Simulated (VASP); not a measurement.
A run of VASP 6.6.1:

File INCAR:

```
SYSTEM = MgC18
ALGO = Normal
EDIFF = 1E-7
ENCUT = 520
GGA = PE
ISIF = 2
ISMEAR = -1
LASPH = .True.
LCHARG = .True.
LELF = .True.
LREAL = Auto
LVHAR = .True.
LWAVE = .False.
NBANDS = 52
NELM = 80
PREC = Accurate
SIGMA = 0.02
```

Contents of KPOINTS:

```
k-points
0
Gamma
  2 2 1
  0 0 0
```

Contents of POSCAR:

```
MgC18
1.0
    7.3980000000      0.0000000000      0.0000000000
   -3.6990000000      6.4068560000      0.0000000000
    0.0000000000      0.0000000000     13.0000000000
C Mg
18 1
Direct
    0.0000397497     -0.0025887893      0.0688492308
    0.2209721736      0.1078786537      0.0688358462
   -0.0019552527      0.3307764370      0.0688915385
    0.2229662167      0.4432384620      0.0688860000
    0.0000852830      0.6661048727      0.0689217692
    0.2209325628      0.7765261151      0.0688937692
    0.3313984991     -0.0025503929      0.0688497692
    0.5563107601      0.1099083544      0.0688580769
    0.3334293601      0.3327930267      0.0688481538
    0.5542607310      0.4431997535      0.0688860769
    0.3333897261      0.6640673678      0.0688870000
    0.5542946332      0.7745235729      0.0688871538
    0.6667545511     -0.0005565913      0.0688805385
    0.8875861581      0.1098698020      0.0688580769
    0.6667200402      0.3307377285      0.0688912308
    0.8876253651      0.4411850368      0.0689100769
    0.6647047579      0.6641059203      0.0688863846
    0.8896205333      0.7765646676      0.0688923077
    0.1483397416      0.9634713188      0.3824950769
```

Potentials or basis: VASP PAW PBE potentials, release 64 (C, Mg).

The run is started by

```bash
$ cat potpaw_PBE.64/C/POTCAR potpaw_PBE.64/Mg/POTCAR > POTCAR
$ mpirun -np 1 vasp_std > vasp.out
```

Hardware: 1 thread of Intel Xeon 6975P-C, on a shared host.

Q: Estimate the wall time of this run.

A: It took 5.9 min on 1 thread of Intel Xeon 6975P-C, with other jobs on the host, peak memory 0.62 GiB. Counts: scf iterations 21, k points 4.
